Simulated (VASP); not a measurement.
# CaS (Fm-3m) in VASP: a series of runs

CaS is run at these levels: PBE, revPBE; tasks: single point.

Everything below comes from runs of VASP 6.6.1. Logs are shortened: lines on timing, memory, paths and dates and some standing lists are left out, and cuts for length are marked.

## (1) The cell of the first run

It takes space group Fm-3m (No. 225, cubic). Conventional cell: a = 5.705 Å, b = 5.705 Å, c = 5.705 Å, α = 90.00°, β = 90.00°, γ = 90.00°. Ca (site symmetry m-3m) has 6 S at 2.85 Å within 3.8 Å. S (site symmetry m-3m) has 6 Ca at 2.85 Å within 3.8 Å.

## (2) Single point, PBE

Input file INCAR:

```
SYSTEM = CaS
ALGO     = Normal         ! electronic algorithm
EDIFF    = 1E-6           ! SCF threshold, eV
ENCUT    = 500            ! plane-wave cutoff, eV
GGA      = PE             ! functional
GGA_COMPAT= .False.      
ISIF     = 2              ! what is computed and relaxed
ISMEAR   = 0              ! smearing method
LASPH    = .True.         ! aspherical terms in the spheres
LCHARG   = .False.        ! write CHGCAR
LREAL    = .False.        ! projectors in reciprocal space
LWAVE    = .False.        ! write WAVECAR
NBANDS   = 15             ! bands
NELM     = 120            ! most SCF steps
PREC     = Accurate       ! precision mode
SIGMA    = 0.01           ! smearing width, eV
```

Input file KPOINTS:

```
k-points
0
Gamma
  6 6 6
  0 0 0
```

Input file POSCAR:

```
CaS
1.0
    0.0000000000      2.8523742917      2.8523742917
    2.8523742917      0.0000000000      2.8523742917
    2.8523742917      2.8523742917      0.0000000000
Ca S
1 1
Direct
    0.0000000000      0.0000000000      0.0000000000
    0.5000000000      0.5000000000      0.5000000000
```

Potentials or basis: VASP PAW PBE potentials, release 64 (Ca_sv, S).

Run with:

```bash
$ cat potpaw_PBE.64/Ca_sv/POTCAR potpaw_PBE.64/S/POTCAR > POTCAR
$ mpirun -np 1 vasp_std > vasp.out
```

OUTCAR:

```text
SYSTEM = CaS
   EDIFF = 1E-6
   ENCUT = 500
   GGA = PE
   ISIF = 2
   ISMEAR = 0
   LASPH = .True.
   LREAL = .False.
   NELM = 120
   PREC = Accurate

 ion  position               nearest neighbor table
   1  0.000  0.000  0.000-   2 2.85   2 2.85   2 2.85   2 2.85   2 2.85   2 2.85
   2  0.500  0.500  0.500-   1 2.85   1 2.85   1 2.85   1 2.85   1 2.85   1 2.85

  LATTYP: Found a face centered cubic cell.
 ALAT       =     5.7047485834

  Lattice vectors:

 A1 = (   0.0000000000,   2.8523742917,   2.8523742917)
 A2 = (   2.8523742917,   0.0000000000,   2.8523742917)
 A3 = (   2.8523742917,   2.8523742917,   0.0000000000)

Analysis of symmetry for initial positions (statically):
=====================================================================
 Subroutine PRICEL returns:
 Original cell was already a primitive cell.

 Routine SETGRP: Setting up the symmetry group for a
 face centered cubic supercell.

 Subroutine GETGRP returns: Found 48 space group operations
 (whereof 48 operations were pure point group operations)
 out of a pool of 48 trial point group operations.

The static configuration has the point symmetry O_h .

Analysis of symmetry for dynamics (positions and initial velocities):
=====================================================================
 Subroutine PRICEL returns:
 Original cell was already a primitive cell.

 Routine SETGRP: Setting up the symmetry group for a
 face centered cubic supercell.

 Subroutine GETGRP returns: Found 48 space group operations
 (whereof 48 operations were pure point group operations)
 out of a pool of 48 trial point group operations.

The dynamic configuration has the point symmetry O_h .

 Subroutine INISYM returns: Found 48 space group operations
 (whereof 48 operations are pure point group operations),
 and found     1 'primitive' translations

----------------------------------------------------------------------------------------

                                     Primitive cell

  volume of cell :      46.4141

  direct lattice vectors                    reciprocal lattice vectors
     0.000000000  2.852374292  2.852374292    -0.175292563  0.175292563  0.175292563
     2.852374292  0.000000000  2.852374292     0.175292563 -0.175292563  0.175292563
     2.852374292  2.852374292  0.000000000     0.175292563  0.175292563 -0.175292563

  length of vectors
     4.033866408  4.033866408  4.033866408     0.303615625  0.303615625  0.303615625
[... 81 lines left out ...]
   TEBEG  =    0.0;   TEEND  =   0.0 temperature during run
   PSTRESS=    0.0 pullay stress
   NELECT =      16.0000    total number of electrons
   NUPDOWN=      -1.0000    fix difference up-down
   EMIN   =  10.00;   EMAX   =-10.00  energy-range for DOS
   EFERMI =   0.00;   METHOD = LEGACY
   ISMEAR =     0;   SIGMA  =   0.01  broadening in eV -4-tet -1-fermi 0-gaus
   EFERMI_NEDOS =   21; number of points for ismear=-14 and -15
   IALGO  =     38    algorithm
   IMIX   =      4    mixing-type and parameters
     AMIX     =   0.40;   BMIX     =  1.00
     AMIX_MAG =   1.60;   BMIX_MAG =  1.00
  volume/ion in A,a.u.               =      23.21       156.61
  Fermi-wavevector in a.u.,A,eV,Ry     =   1.147885  2.169188 17.927575  1.317640
  Thomas-Fermi vector in A             =   2.284563
   LORBIT       =      0    0 simple, 1 ext, 2 COOP (PROOUT), +10 PAW based schemes
   GGA     = PE    functional components
   LHFCALC =     F    Hartree Fock is set to
   AEXX    =    0.0000 exact exchange contribution
   IVDW    =     0    specifies the selected vdW correction
   LEPSILON=     F    determine dielectric tensor
   LRPA    =     F    only Hartree local field effects (RPA)
 non-spin polarized calculation
 Gauss-broadening in eV      SIGMA  =   0.01
  energy-cutoff  :      500.00
  volume of cell :       46.41
 maximum number of plane-waves:      1243
 NGX is ok and might be reduce to    30
   NGX = 15   NGY = 15   NGZ = 15

 number of electron      16.0000004 magnetization

 Free energy of the ion-electron system (eV)
  ---------------------------------------------------
  ext. energy  EPLUGINS =         0.00000000
  ---------------------------------------------------
  free energy    TOTEN  =       -10.36405455 eV

  energy without entropy =      -10.36405455  energy(sigma->0) =      -10.36405455

 E-fermi :   2.7353     XC(G=0):  -9.2930

 val. band max:        2.6922797754   @ k =   0.0000   0.0000   0.0000
 cond. band min:       5.0604038621   @ k =   0.5000   0.5000   0.0000
 fundamental gap:      2.3681240866
 Fermi energy:         2.7353357588

 k-point     1 :       0.0000    0.0000    0.0000
  band No.  band energies     occupation
      1     -36.5240      2.00000
      2     -17.5033      2.00000
      3     -17.5033      2.00000
      4     -17.5033      2.00000
      5      -8.6166      2.00000
      6       2.6923      2.00000
      7       2.6923      2.00000
      8       2.6923      2.00000
      9       6.8075      0.00000
     10       6.8570      0.00000
     11       6.8570      0.00000
     12       6.8570      0.00000
     13       7.4463      0.00000
     14       7.4463      0.00000
[... 257 lines left out ...]
      2     -17.6049      2.00000
      3     -17.5689      2.00000
      4     -17.5582      2.00000
      5      -7.9132      2.00000
      6       0.6451      2.00000
      7       1.2971      2.00000
      8       1.3198      2.00000
      9       6.3662      0.00000
     10       8.5792      0.00000
     11       8.5863      0.00000
     12       9.1982      0.00000
     13       9.4656      0.00000
     14      10.5056      0.00000
     15      12.6561      0.00000

------------------------ aborting loop because EDIFF is reached ----------------------------------------

  FORCE on cell =-STRESS in cart. coord.  units (eV):
  Direction    XX          YY          ZZ          XY          YZ          ZX
  --------------------------------------------------------------------------------------
  -------------------------------------------------------------------------------------
  Total        0.1055108      0.1055108      0.1055108      0.0000000      0.0000000     -0.0000000
  in kB        3.6421505      3.6421505      3.6421505      0.0000000      0.0000000     -0.0000000
  external PRESSURE =       3.6421505 kB  Pullay stress =       0.0000000 kB

 VOLUME and BASIS-vectors are now :
 -----------------------------------------------------------------------------
  energy-cutoff  :      500.00
  volume of cell :       46.41
      direct lattice vectors                 reciprocal lattice vectors
     0.000000000  2.852374292  2.852374292    -0.175292563  0.175292563  0.175292563
     2.852374292  0.000000000  2.852374292     0.175292563 -0.175292563  0.175292563
     2.852374292  2.852374292  0.000000000     0.175292563  0.175292563 -0.175292563

 POSITION                                       TOTAL-FORCE (eV/Angst)
 -----------------------------------------------------------------------------------
      0.00000      0.00000      0.00000         0.000000     -0.000000      0.000000
      2.85237      2.85237      2.85237        -0.000000      0.000000     -0.000000
 -----------------------------------------------------------------------------------
    total drift:                               -0.000000      0.000000      0.000000

  FREE ENERGIE OF THE ION-ELECTRON SYSTEM (eV)
  ---------------------------------------------------
  free  energy   TOTEN  =       -10.3640545525 eV

  energy  without entropy=      -10.3640545525  energy(sigma->0) =      -10.36405455
```

It used 6.4 s of CPU time on 1 thread of Intel(R) Xeon(R) 6975P-C (Granite Rapids) (shared host).

Results:

| Property | Result |
| --- | --- |
| Free energy | -10.3641 eV |
| Pressure | 0.4 GPa |
| Band gap on the k mesh | 2.37 eV, indirect (least direct gap 3.17 eV) |

Levels at points of the mesh, in eV from the valence-band top:
| k point | band 5 | band 6 | band 7 | band 8 | band 9 | band 10 | band 11 | band 12 |
| --- | --- | --- | --- | --- | --- | --- | --- | --- |
| (0.00, 0.00, 0.00) | -11.31 | 0.00 | 0.00 | 0.00 | 4.12 | 4.16 | 4.16 | 4.16 |
| (0.50, 0.00, 0.00) | -10.51 | -3.07 | -1.15 | -1.15 | 5.21 | 6.04 | 6.18 | 6.18 |
| (0.50, 0.50, 0.00) | -10.69 | -2.26 | -0.80 | -0.80 | 2.37 | 5.59 | 5.99 | 6.75 |

A k mesh can miss the band edges. A hybrid or GW would open this gap; PBE tends to underestimate it.

## (3) Single point, PBE

Input file INCAR:

```
  ALGO = Normal
  EDIFF = 1E-6
  ENCUT = 500
  GGA = PE
  GGA_COMPAT = False
  ISIF = 2
  ISMEAR = 0
  LASPH = True
  LCHARG = False
  LREAL = False
  LWAVE = False
  NBANDS = 15
  NELM = 120
  PREC = Accurate
  SIGMA = 0.1
```

Input file KPOINTS:

```
k-points
0
Gamma
  8 8 8
```

POSCAR is that of step 2.

Potentials or basis: VASP PAW PBE potentials, release 64 (Ca_sv, S).

Run with:

```bash
$ cat potpaw_PBE.64/Ca_sv/POTCAR potpaw_PBE.64/S/POTCAR > POTCAR
$ mpirun -np 1 vasp_std > vasp.out
```

It used 10 s of CPU time on 1 thread of Intel(R) Xeon(R) 6975P-C (Granite Rapids), on a shared host.

The run converged. Its results:

```
Free energy            : -10.3645 eV
Pressure               : 0.4 GPa
Band gap on the k mesh : 2.37 eV, indirect (least direct gap 3.17 eV)
```

Levels at points of the mesh, in eV from the valence-band top:
| k point | band 5 | band 6 | band 7 | band 8 | band 9 | band 10 | band 11 | band 12 |
| --- | --- | --- | --- | --- | --- | --- | --- | --- |
| (0.00, 0.00, 0.00) | -11.31 | 0.00 | 0.00 | 0.00 | 4.12 | 4.17 | 4.17 | 4.17 |
| (0.50, 0.00, 0.00) | -10.51 | -3.07 | -1.15 | -1.15 | 5.21 | 6.05 | 6.18 | 6.18 |
| (0.50, 0.50, 0.00) | -10.69 | -2.26 | -0.80 | -0.80 | 2.37 | 5.59 | 5.99 | 6.75 |

A k mesh can miss the band edges.

## (4) Single point, revPBE

Input file INCAR:

```
SYSTEM = CaS
ALGO = Normal ; EDIFF = 1E-6
ENCUT = 500 ; GGA = RE
GGA_COMPAT = .False. ; ISIF = 2
ISMEAR = 0 ; LASPH = .True.
LCHARG = .False. ; LREAL = .False.
LWAVE = .False. ; NBANDS = 15
NELM = 120 ; PREC = Accurate
SIGMA = 0.1
```

Input file KPOINTS:

```
k-points
0
Gamma
  8 8 8
  0 0 0
```

POSCAR is that of step 3.

Run with:

```bash
$ cat potpaw_PBE.64/Ca_sv/POTCAR potpaw_PBE.64/S/POTCAR > POTCAR
$ mpirun -np 1 vasp_std > vasp.out
```

It took 19 s on 1 thread of Intel Xeon 6975P-C (Granite Rapids), shared host; peak memory 0.17 GiB.

Results (log left out):

```yaml
Free_energy: -9.8425 eV
Pressure: 2.0 GPa
Band_gap_on_the_k_mesh: 2.46 eV, indirect (least direct gap 3.26 eV)
```

Levels at points of the mesh, in eV from the valence-band top:
| k point | band 5 | band 6 | band 7 | band 8 | band 9 | band 10 | band 11 | band 12 |
| --- | --- | --- | --- | --- | --- | --- | --- | --- |
| (0.00, 0.00, 0.00) | -11.30 | 0.00 | 0.00 | 0.00 | 4.24 | 4.24 | 4.24 | 4.26 |
| (0.50, 0.00, 0.00) | -10.50 | -3.03 | -1.13 | -1.13 | 5.31 | 6.12 | 6.25 | 6.25 |
| (0.50, 0.50, 0.00) | -10.68 | -2.24 | -0.79 | -0.79 | 2.46 | 5.63 | 6.11 | 6.79 |

Caveat: the PAW data sets were made with another functional, which shifts forces and pressure a little. A k mesh can miss the band edges.

## (5) The runs side by side

```tsv
level	k mesh	smearing	gap on the mesh (eV)	pressure (GPa)
PBE	6 × 6 × 6	gaussian 0.01 eV	2.37	0.4
PBE	8 × 8 × 8	gaussian 0.1 eV	2.37	0.4
revPBE	8 × 8 × 8	gaussian 0.1 eV	2.46	2.0
```

Alike in all rows: task single point; potentials or basis VASP PAW PBE potentials, release 64 (Ca_sv, S); no spin polarisation; cell as given; cutoff (eV) 500.

On the cell as given the gap runs from 2.37 eV (PBE) to 2.46 eV (revPBE); the meshes differ, which moves gaps too. The pressure there spans 0.4 GPa (PBE) to 2.0 GPa (revPBE); a positive pressure means that this level wants a larger cell, a negative one a smaller.

Caveats: the PAW data sets were made with another functional, which shifts forces and pressure a little (some runs).

Absolute energies hang on the potentials; compare differences alone.
